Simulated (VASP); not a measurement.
# Zr (P6/mmm) in VASP: notebook

Runs on Zr. Level: PBEsol. Tasks: relaxation of cell and atoms.

Program: VASP 6.6.1. These are calculated values, not measurements. Logs are shortened: lines on timing, memory, paths and dates and some standing lists are left out, and cuts for length are marked.

## 1. The cell of the first run

The structure is hexagonal, space group P6/mmm (No. 191). The conventional cell has a = 5.033 Å, b = 5.033 Å, c = 3.132 Å, α = 90.00°, β = 90.00°, γ = 120.00°. Zr (site symmetry 6/mmm) has 14 Zr at 3.13 to 3.30 Å within 4.1 Å. Within 3.8 Å of Zr (site symmetry -6m2) lie 11 Zr at 2.91 to 3.30 Å.

This isn't the form of Zr at room conditions, which is hcp.

## 2. Relaxation of cell and atoms, PBEsol

The input, INCAR:

```
SYSTEM = Zr
  PREC = Accurate
  ENCUT = 600
  EDIFF = 1E-6
  ISMEAR = 0
  SIGMA = 0.05
  LREAL = .False.
  LASPH = .True.
  NELM = 60
  ALGO = Fast
  ISIF = 3
  LWAVE = .False.
  LCHARG = .False.
  GGA = PS
  IBRION = 2
  NSW = 80
  EDIFFG = -0.01
```

The input, KPOINTS:

```
Automatic mesh
0
Gamma
  10 10 16
  0 0 0
```

The input, POSCAR:

```
Zr
1.0
    5.0330000000      0.0000000000      0.0000000000
   -2.5165000000      4.3587058572      0.0000000000
    0.0000000000      0.0000000000      3.1320000000
Zr
3
Direct
    0.0000000000      0.0000000000      0.0000000000
    0.3333333333      0.6666666667      0.5000000000
    0.6666666667      0.3333333333      0.5000000000
```

Potentials or basis: VASP PAW PBE potentials, release 64 (Zr_sv).

The run is started by

```console
$ cat potpaw_PBE.64/Zr_sv/POTCAR > POTCAR
$ mpirun -np 1 vasp_std > vasp.out
```

OUTCAR:

```text
SYSTEM = Zr
   PREC = Accurate
   ENCUT = 600
   EDIFF = 1E-6
   ISMEAR = 0
   LREAL = .False.
   LASPH = .True.
   NELM = 60
   ISIF = 3
   GGA = PS
   IBRION = 2
   NSW = 80
   EDIFFG = -0.01

 ion  position               nearest neighbor table
   1  0.000  0.000  0.000-   2 3.30   3 3.30   2 3.30   3 3.30   2 3.30   2 3.30   3 3.30   3 3.30
                             3 3.30   3 3.30   2 3.30   2 3.30
   2  0.333  0.667  0.500-   3 2.91   3 2.91   3 2.91   1 3.30   1 3.30   1 3.30   1 3.30   1 3.30
                             1 3.30
   3  0.667  0.333  0.500-   2 2.91   2 2.91   2 2.91   1 3.30   1 3.30   1 3.30   1 3.30   1 3.30
                             1 3.30

  LATTYP: Found a hexagonal cell.
 ALAT       =     5.0330000000
 C/A-ratio  =     0.6222928671

  Lattice vectors:

 A1 = (   5.0330000000,   0.0000000000,   0.0000000000)
 A2 = (  -2.5165000000,   4.3587058572,   0.0000000000)
 A3 = (   0.0000000000,   0.0000000000,   3.1320000000)

Analysis of symmetry for initial positions (statically):
=====================================================================
 Subroutine PRICEL returns:
 Original cell was already a primitive cell.

 Routine SETGRP: Setting up the symmetry group for a
 hexagonal supercell.

 Subroutine GETGRP returns: Found 24 space group operations
 (whereof 24 operations were pure point group operations)
 out of a pool of 24 trial point group operations.

The static configuration has the point symmetry D_6h.

Analysis of symmetry for dynamics (positions and initial velocities):
=====================================================================
 Subroutine PRICEL returns:
 Original cell was already a primitive cell.

 Routine SETGRP: Setting up the symmetry group for a
 hexagonal supercell.

 Subroutine GETGRP returns: Found 24 space group operations
 (whereof 24 operations were pure point group operations)
 out of a pool of 24 trial point group operations.

The dynamic configuration has the point symmetry D_6h.

 Subroutine INISYM returns: Found 24 space group operations
 (whereof 24 operations are pure point group operations),
 and found     1 'primitive' translations

----------------------------------------------------------------------------------------

                                     Primitive cell

  volume of cell :      68.7078

  direct lattice vectors                    reciprocal lattice vectors
     5.033000000  0.000000000  0.000000000     0.198688655  0.114712948  0.000000000
    -2.516500000  4.358705857  0.000000000     0.000000000  0.229425897  0.000000000
     0.000000000  0.000000000  3.132000000     0.000000000  0.000000000  0.319284802

  length of vectors
     5.033000000  5.033000000  3.132000000     0.229425897  0.229425897  0.319284802

  position of ions in fractional coordinates (direct lattice)
     0.000000000  0.000000000  0.000000000
     0.333333333  0.666666667  0.500000000
     0.666666667  0.333333333  0.500000000

  ion indices of the primitive-cell ions
   primitive index   ion index
                 1           1
                 2           2
                 3           3

----------------------------------------------------------------------------------------

 KPOINTS: Automatic mesh

Automatic generation of k-mesh.
 Grid dimensions read from file:
 generate k-points for:   10   10   16

 Generating k-lattice:

  Cartesian coordinates                     Fractional coordinates (reciprocal lattice)
     0.019868865  0.011471295  0.000000000     0.100000000  0.000000000  0.000000000
     0.000000000  0.022942590  0.000000000     0.000000000  0.100000000  0.000000000
     0.000000000  0.000000000  0.019955300     0.000000000  0.000000000  0.062500000

  Length of vectors
     0.022942590  0.022942590  0.019955300

  Shift w.r.t. Gamma in fractional coordinates (k-lattice)
     0.000000000  0.000000000  0.000000000

 Subroutine IBZKPT returns following result:
 ===========================================

 Found    126 irreducible k-points:

 Following reciprocal coordinates:
            Coordinates               Weight
  0.000000  0.000000  0.000000      1.000000
  0.100000 -0.000000  0.000000      6.000000
  0.200000 -0.000000  0.000000      6.000000
  0.300000 -0.000000  0.000000      6.000000
  0.400000 -0.000000  0.000000      6.000000
  0.500000 -0.000000  0.000000      3.000000
[... 16 lines left out ...]
  0.300000  0.100000  0.062500     24.000000
  0.400000  0.100000  0.062500     24.000000
 [... further k-points ...]
   k-points           NKPTS =    126   k-points in BZ     NKDIM =    126   number of bands    NBANDS=     22
   number of dos      NEDOS =    301   number of ions     NIONS =      3
   total plane-waves  NPLWV =  44800
   dimension x,y,z NGX =    40 NGY =   40 NGZ =   28
   dimension x,y,z NGXF=    80 NGYF=   80 NGZF=   56
   ions per type =               3
   NGX,Y,Z   is equivalent  to a cutoff of  13.21, 13.21, 14.86 a.u.
[... 54 lines left out ...]

 Free energy of the ion-electron system (eV)
  ---------------------------------------------------
  ext. energy  EPLUGINS =         0.00000000
  ---------------------------------------------------
  free energy    TOTEN  =       -27.25550560 eV

  energy without entropy =      -27.25228796  energy(sigma->0) =      -27.25389678

------------------------ aborting loop because EDIFF is reached ----------------------------------------

  FORCE on cell =-STRESS in cart. coord.  units (eV):
  Direction    XX          YY          ZZ          XY          YZ          ZX
  --------------------------------------------------------------------------------------
  -------------------------------------------------------------------------------------
  Total       -1.3787276     -1.3787276     -1.0602285      0.0000000      0.0000000      0.0000000
  in kB      -32.1501357    -32.1501357    -24.7231504      0.0000000      0.0000000      0.0000000
  external PRESSURE =     -29.6744740 kB  Pullay stress =       0.0000000 kB

 VOLUME and BASIS-vectors are now :
 -----------------------------------------------------------------------------
  energy-cutoff  :      600.00
  volume of cell :       68.71
      direct lattice vectors                 reciprocal lattice vectors
     5.033000000  0.000000000  0.000000000     0.198688655  0.114712948  0.000000000
    -2.516500000  4.358705857  0.000000000     0.000000000  0.229425897  0.000000000
     0.000000000  0.000000000  3.132000000     0.000000000  0.000000000  0.319284802
[... 112 lines left out ...]
 POSITION                                       TOTAL-FORCE (eV/Angst)
 -----------------------------------------------------------------------------------
      4.97681      0.00000      3.10511         0.000000      0.000000      0.000000
     -0.00000      2.87336      1.55256        -0.000000      0.000000     -0.000000
      2.48841      1.43668      1.55256         0.000000     -0.000000      0.000000
 -----------------------------------------------------------------------------------
    total drift:                                0.000000      0.000000     -0.000000

  FREE ENERGIE OF THE ION-ELECTRON SYSTEM (eV)
  ---------------------------------------------------
  free  energy   TOTEN  =       -27.2754092491 eV

  energy  without entropy=      -27.2723927257  energy(sigma->0) =      -27.27390099

--------------------------------------- Ionic step        5  -------------------------------------------

 number of electron      36.0000000 magnetization

 Free energy of the ion-electron system (eV)
  ---------------------------------------------------
  ext. energy  EPLUGINS =         0.00000000
  ---------------------------------------------------
  free energy    TOTEN  =       -27.27552362 eV

  energy without entropy =      -27.27246652  energy(sigma->0) =      -27.27399507

 E-fermi :   9.2734     XC(G=0): -11.4182

 val. band max:        9.2641309174   @ k =   0.5000  -0.0000   0.0625
 cond. band min:       9.2800588039   @ k =   0.3000   0.3000   0.0625
 fundamental gap:      0.0159278866
 Fermi energy:         9.2734006414

 k-point     1 :       0.0000    0.0000    0.0000
  band No.  band energies     occupation
      1     -39.4147      2.00000
      2     -39.1485      2.00000
      3     -38.9286      2.00000
      4     -17.6372      2.00000
      5     -17.6372      2.00000
      6     -17.6058      2.00000
[... 14 lines left out ...]
     21      10.9322      0.00000
     22      10.9322      0.00000
[... 552 lines left out ...]
  band No.  band energies     occupation
      1     -39.3877      2.00000
      2     -39.0916      2.00000
      3     -39.0086      2.00000
      4     -17.9302      2.00000
      5     -17.6036      2.00000
      6     -17.4530      2.00000
[... 14 lines left out ...]
     21      10.3156      0.00000
     22      10.7874      0.00000

 [... further k-points ...]

------------------------ aborting loop because EDIFF is reached ----------------------------------------

  FORCE on cell =-STRESS in cart. coord.  units (eV):
  Direction    XX          YY          ZZ          XY          YZ          ZX
  --------------------------------------------------------------------------------------
  -------------------------------------------------------------------------------------
  Total        0.0211019      0.0211019      0.0214873      0.0000000     -0.0000000     -0.0000000
  in kB        0.5075079      0.5075079      0.5167777      0.0000000     -0.0000000     -0.0000000
  external PRESSURE =       0.5105978 kB  Pullay stress =       0.0000000 kB

 VOLUME and BASIS-vectors are now :
 -----------------------------------------------------------------------------
  energy-cutoff  :      600.00
  volume of cell :       66.62
      direct lattice vectors                 reciprocal lattice vectors
     4.973403449  0.000000000 -0.000000000     0.201069551  0.116087560 -0.000000000
    -2.486701725  4.307093730 -0.000000000    -0.000000000  0.232175119 -0.000000000
     0.000000000  0.000000000  3.109935471     0.000000000  0.000000000  0.321550080

 POSITION                                       TOTAL-FORCE (eV/Angst)
 -----------------------------------------------------------------------------------
     -0.00000      0.00000     -0.00000        -0.000000     -0.000000     -0.000000
     -0.00000      2.87140      1.55497        -0.000000      0.000000     -0.000000
      2.48670      1.43570      1.55497         0.000000     -0.000000      0.000000
 -----------------------------------------------------------------------------------
    total drift:                                0.000000      0.000000      0.000000

  FREE ENERGIE OF THE ION-ELECTRON SYSTEM (eV)
  ---------------------------------------------------
  free  energy   TOTEN  =       -27.2755236171 eV

  energy  without entropy=      -27.2724665185  energy(sigma->0) =      -27.27399507

 reached required accuracy - stopping structural energy minimisation
```

Run time: 17 min. Hardware: 1 thread of Oxide Virtual Turin-like, shared host; peak memory 0.31 GiB.

Results:

```
Free energy                           : -27.2755 eV
Relaxed volume                        : 22.21 Å³/atom
Relaxed cell                          : a = 4.973 Å, b = 4.973 Å, c = 3.110 Å, α = 90.00°, β = 90.00°, γ = 120.00°
Space group after relaxing (to 0.1 Å) : P6/mmm (No. 191)
Energy gained by relaxing             : 6.7 meV/atom
Ionic steps                           : 5
Pressure after relaxing               : 0.1 GPa
Band gap on the k mesh                : zero (bands 18 and 19 overlap by 0.64 eV)
```

Step by step:
| step | energy change (eV) | largest force (eV/Å) | pressure (GPa) | volume (Å³) |
| --- | --- | --- | --- | --- |
| 1 | 0.0000 | 0.0000 | -2.97 | 68.71 |
| 2 | 0.0016 | 0.0000 | 3.42 | 64.57 |
| 3 | -0.0199 | 0.0000 | 0.01 | 66.65 |
| 4 | -0.0199 | 0.0000 | 0.06 | 66.61 |
| 5 | -0.0200 | 0.0000 | 0.05 | 66.62 |

Final structure:
```xyz
3
Lattice="4.9734 0.0000 0.0000 -2.4867 4.3071 0.0000 0.0000 0.0000 3.1099" Properties=species:S:1:pos:R:3 pbc="T T T"
Zr    0.0000    0.0000    0.0000
Zr    0.0000    2.8714    1.5550
Zr    2.4867    1.4357    1.5550
```

Caveat: the PAW data sets were made with another functional, which shifts forces and pressure a little.

## 3. Relaxation of cell and atoms, PBEsol, target pressure 14 GPa, at which the enthalpy is minimised

This run uses another cell than the first one, of 20.55 Å³/atom.

The input, INCAR:

```
SYSTEM = Zr
PREC = Accurate ; ENCUT = 600
EDIFF = 1E-7 ; ISMEAR = 0
SIGMA = 0.05 ; LREAL = .False.
LASPH = .True. ; NELM = 60
ALGO = Fast ; ISIF = 3
LWAVE = .False. ; LCHARG = .False.
GGA = PS ; IBRION = 2
NSW = 80 ; EDIFFG = -0.01
PSTRESS = 140.0
```

KPOINTS is that of step 2.

The input, POSCAR:

```
Zr
1.0
    4.8459503848      0.0000000000      0.0000000000
   -2.4229751924      4.1967161387      0.0000000000
    0.0000000000      0.0000000000      3.0312996979
Zr
3
Direct
    0.0000000000      0.0000000000      0.0000000000
    0.3333333333      0.6666666667      0.5000000000
    0.6666666667      0.3333333333      0.5000000000
```

Potentials or basis: VASP PAW PBE potentials, release 64 (Zr_sv).

The run is started by

```console
$ cat potpaw_PBE.64/Zr_sv/POTCAR > POTCAR
$ mpirun -np 1 vasp_std > vasp.out
```

Run time: 21 min. Hardware: 1 thread of Oxide Virtual Turin-like, shared host; peak memory 0.29 GiB.

It converged, with:

```
Free energy                                                : -26.9881 eV
Relaxed volume                                             : 19.85 Å³/atom
Relaxed cell                                               : a = 4.791 Å, b = 4.791 Å, c = 2.996 Å, α = 90.00°, β = 90.00°, γ = 120.00°
Space group after relaxing (to 0.1 Å)                      : P6/mmm (No. 191)
Energy change on relaxing (the run minimises the enthalpy) : +50.1 meV/atom
Ionic steps                                                : 4
Pressure after relaxing                                    : 14.0 GPa
Band gap on the k mesh                                     : zero (bands 18 and 19 overlap by 0.82 eV)
```

The path:
```csv
step,energy change (eV),largest force (eV/Å),pressure (GPa),volume (Å³)
1,0.0000,0.0000,9.12,61.65
2,0.5344,0.0000,23.34,56.23
3,0.1469,0.0000,13.92,59.59
4,0.1504,0.0000,14.02,59.55
```

Final structure:
```
Zr
1.0
     4.79057    0.00000    0.00000
    -2.39529    4.14876    0.00000
     0.00000    0.00000    2.99642
Zr
3
Direct
  0.00000 0.00000 0.00000
  0.33333 0.66667 0.50000
  0.66667 0.33333 0.50000
```

Levels at points of the mesh, in eV from the Fermi level:
```csv
k point,band 14,band 15,band 16,band 17,band 18,band 19,band 20,band 21,band 22
"(0.00, 0.00, 0.00)",-2.88,-0.40,-0.40,-0.34,-0.34,-0.15,0.93,1.83,1.83
"(0.50, 0.00, 0.00)",-3.14,-3.02,-0.83,-0.82,-0.59,-0.09,0.83,1.16,2.37
"(0.00, 0.00, 0.50)",-3.11,-2.26,-2.26,-1.96,-1.12,1.34,1.34,2.02,2.02
"(0.50, 0.00, 0.50)",-2.55,-2.36,-1.87,-0.94,-0.40,0.19,1.04,1.80,1.89
```

Caveat: the cell is relaxed towards a set pressure, so the run minimises the enthalpy, not the energy; the PAW data sets were made with another functional, which shifts forces and pressure a little.

## 4. Relaxation of cell and atoms, PBEsol, target pressure 9 GPa, at which the enthalpy is minimised

This run uses another cell than the first one, of 21.04 Å³/atom.

The input, INCAR:

```
PREC = Accurate
ENCUT = 600
EDIFF = 1E-7
ISMEAR = 0
SIGMA = 0.05
LREAL = F
LASPH = T
NELM = 60
ALGO = Fast
ISIF = 3
LWAVE = F
LCHARG = F
GGA = PS
IBRION = 2
NSW = 80
EDIFFG = -0.01
PSTRESS = 90.0
```

The input, KPOINTS:

```
Automatic mesh
0
Gamma
  10 10 16
```

The input, POSCAR:

```
Zr
1.0
    4.8841727057      0.0000000000      0.0000000000
   -2.4420863528      4.2298176396      0.0000000000
    0.0000000000      0.0000000000      3.0550017383
Zr
3
Direct
    0.0000000000      0.0000000000      0.0000000000
    0.3333333333      0.6666666667      0.5000000000
    0.6666666667      0.3333333333      0.5000000000
```

The run is started by

```console
$ cat potpaw_PBE.64/Zr_sv/POTCAR > POTCAR
$ mpirun -np 1 vasp_std > vasp.out
```

Wall time 17 min (1 thread of Oxide Virtual Turin-like, shared host); peak memory 0.28 GiB.

It converged, with:

```
Free energy                                                : -27.1432 eV
Relaxed volume                                             : 20.57 Å³/atom
Relaxed cell                                               : a = 4.848 Å, b = 4.848 Å, c = 3.032 Å, α = 90.00°, β = 90.00°, γ = 120.00°
Space group after relaxing (to 0.1 Å)                      : P6/mmm (No. 191)
Energy change on relaxing (the run minimises the enthalpy) : +21.8 meV/atom
Ionic steps                                                : 3
Pressure after relaxing                                    : 9.0 GPa
Band gap on the k mesh                                     : zero (bands 18 and 19 overlap by 0.76 eV)
```

Step by step:
| step | energy change (eV) | largest force (eV/Å) | pressure (GPa) | volume (Å³) |
| --- | --- | --- | --- | --- |
| 1 | 0.0000 | 0.0000 | 6.11 | 63.11 |
| 2 | 0.2068 | 0.0000 | 13.65 | 59.71 |
| 3 | 0.0655 | 0.0000 | 8.98 | 61.72 |

Final structure:
```yaml
crystal:
  lattice:
    - [4.84805, 0.00000, 0.00000]
    - [-2.42402, 4.19853, 0.00000]
    - [0.00000, 0.00000, 3.03214]
  atoms:
    - { symbol: Zr, position: [0.00000, 0.00000, 0.00000] }
    - { symbol: Zr, position: [0.33333, 0.66667, 0.50000] }
    - { symbol: Zr, position: [0.66667, 0.33333, 0.50000] }
```

Levels at points of the mesh, in eV from the Fermi level:
```tsv
k point	band 16	band 17	band 18	band 19	band 20	band 21
(0.00, 0.00, 0.00)	-0.44	-0.38	-0.38	-0.17	0.90	1.77
(0.50, 0.00, 0.00)	-0.78	-0.76	-0.57	-0.07	0.79	1.14
(0.00, 0.00, 0.50)	-2.17	-2.03	-1.21	1.29	1.29	1.91
(0.50, 0.00, 0.50)	-1.77	-0.91	-0.43	0.21	1.00	1.69
```

Caveat: the cell is relaxed towards a set pressure, so the run minimises the enthalpy, not the energy; the PAW data sets were made with another functional, which shifts forces and pressure a little.

## 5. The runs side by side

| cell | gap on the mesh (eV) | pressure (GPa) |
| --- | --- | --- |
| relaxed from a = 5.033, b = 5.033, c = 3.132 Å, angles 90.0, 90.0, 120.0°, 3 atoms | none | 0.1 |
| relaxed to 14 GPa from a = 4.846, b = 4.846, c = 3.031 Å, angles 90.0, 90.0, 120.0°, 3 atoms | none | 14.0 |
| relaxed to 9 GPa from a = 4.884, b = 4.884, c = 3.055 Å, angles 90.0, 90.0, 120.0°, 3 atoms | none | 9.0 |

Alike in all rows: task relaxation of cell and atoms; level PBEsol; potentials or basis VASP PAW PBE potentials, release 64 (Zr_sv); no spin polarisation; k mesh 10 × 10 × 16; cutoff (eV) 600; smearing gaussian 0.05 eV.

Caveats: the PAW data sets were made with another functional, which shifts forces and pressure a little; the cell is relaxed towards a set pressure, so the run minimises the enthalpy, not the energy (at least some runs).

Total energies depend on the potentials used, so only differences within one code and one set of settings carry meaning.
